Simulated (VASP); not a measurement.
Set up this calculation in VASP 6.6.1, as the native input.

- Task: relaxation of cell and atoms
- Functional: r2SCAN
- Potentials or basis: VASP PAW PBE potentials, release 64 (B, N)
- Cutoff: 600 eV
- k mesh: 10 × 10 × 10
- Occupations: gaussian, width 0.01 eV
- Spin: no spin polarisation
- Dipole correction: no
- Further INCAR settings: ALGO = Normal; EDIFF = 1e-06; IBRION = 2; EDIFFG = -0.01; NSW = 50; ISIF = 3

The system is BN (Qingsongite).

```xyz
2
Lattice="0.0000 1.8075 1.8075 1.8075 0.0000 1.8075 1.8075 1.8075 0.0000" Properties=species:S:1:pos:R:3 pbc="T T T"
B     0.0000    0.0000    0.0000
N     0.9038    0.9038    0.9038
```

One way to write it, as run:

POSCAR

```
BN
1.0
    0.0000000000      1.8075000000      1.8075000000
    1.8075000000      0.0000000000      1.8075000000
    1.8075000000      1.8075000000      0.0000000000
B N
1 1
Direct
    0.0000000000      0.0000000000      0.0000000000
    0.2500000000      0.2500000000      0.2500000000
```

INCAR.step1

```
SYSTEM = BN
ALGO = Normal ; EDIFF = 1E-4
ENCUT = 600 ; GGA = PE
ISMEAR = 0 ; LASPH = .True.
LCHARG = .False. ; LREAL = .False.
LWAVE = .True. ; NELM = 100
PREC = Accurate ; SIGMA = 0.01
```

INCAR.step2

```
SYSTEM = BN
ALGO = Normal ; EDIFF = 1E-6
EDIFFG = -0.01 ; ENCUT = 600
IBRION = 2 ; ISIF = 3
ISMEAR = 0 ; ISTART = 1
LASPH = .True. ; LCHARG = .False.
LMIXTAU = .True. ; LREAL = .False.
LWAVE = .False. ; METAGGA = R2SCAN
NELM = 100 ; NSW = 50
PREC = Accurate ; SIGMA = 0.01
```

KPOINTS

```
k-points
0
Gamma
  10 10 10
  0 0 0
```

Potentials or basis: VASP PAW PBE potentials, release 64 (B, N).

The run is started by

```bash
$ cat potpaw_PBE.64/B/POTCAR potpaw_PBE.64/N/POTCAR > POTCAR
$ cp INCAR.step1 INCAR
$ mpirun -np 1 vasp_std > vasp.out
$ cp INCAR.step2 INCAR
$ mpirun -np 1 vasp_std > vasp.out
```

It gave:

```json
{
  "Relaxed volume": "5.90 Å³/atom",
  "Relaxed cell": "a = 2.555 Å, b = 2.555 Å, c = 2.555 Å, α = 60.00°, β = 60.00°, γ = 60.00°",
  "Space group after relaxing (to 0.05 Å)": "F-43m (No. 216)",
  "Energy gained by relaxing": "0.0 meV/atom",
  "Ionic steps": "3",
  "Pressure after relaxing": "0.0 GPa",
  "Band gap on the k mesh": "4.98 eV, indirect (least direct gap 9.53 eV)"
}
```

Caveat: the PAW data sets were made with another functional, which shifts forces and pressure a little.

Run time: 38 s on 1 thread of Intel Xeon 6975P-C, on a shared host, peak memory 0.12 GiB.
